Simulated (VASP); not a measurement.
Ca2Cl: single point with PBE

The system is Ca2Cl.

```xyz
9
Lattice="5.5040 3.1777 3.1437 -5.5040 3.1777 3.1437 0.0000 -6.3555 3.1437" Properties=species:S:1:pos:R:3 pbc="T T T"
Ca   -2.1163    1.2219    3.2449
Ca    0.0000   -2.4437    3.2449
Ca    2.1163    1.2219    3.2449
Ca    2.1163   -1.2219    6.1862
Ca   -2.1163   -1.2219    6.1862
Ca    0.0000    2.4437    6.1862
Cl    0.0000    3.1777    3.1437
Cl   -2.7520   -1.5889    3.1437
Cl    2.7520   -1.5889    3.1437
```

```yaml
Program: VASP 6.6.1
Task: single point
Functional: PBE
Potentials_or_basis: VASP PAW PBE potentials, release 64 (Ca_sv, Cl)
Cutoff: 520 eV
k_mesh: 3 × 3 × 3
Occupations: gaussian, width 0.1 eV
Spin: no spin polarisation
Dipole_correction: no
Further_INCAR_settings: ALGO = Normal; EDIFF = 1e-06; NBANDS = 50
```

- Pressure: 0.1 GPa
- Largest force: 0.017 eV/Å

Forces on the atoms (eV/Å):
```
Ca   0.004 -0.002  0.016
Ca   0.000  0.005  0.016
Ca  -0.004 -0.002  0.016
Ca  -0.004  0.002 -0.016
Ca   0.004  0.002 -0.016
Ca   0.000 -0.005 -0.016
Cl   0.000  0.000  0.000
Cl   0.000  0.000  0.000
Cl   0.000  0.000  0.000
```

Levels at points of the mesh, in eV from the Fermi level:
```csv
k point,band 37,band 38,band 39,band 40,band 41,band 42,band 43,band 44
"(0.00, 0.00, 0.00)",-2.69,-0.80,-0.39,-0.39,0.29,0.58,0.58,0.62
```

Wall time 3.3 min on 1 thread of Intel Xeon 8259CL, with other jobs on the host, peak memory 0.4 GiB.

Caveat: an odd number of electrons without spin polarisation forces a metal; a magnetic or distorted state may lie lower.
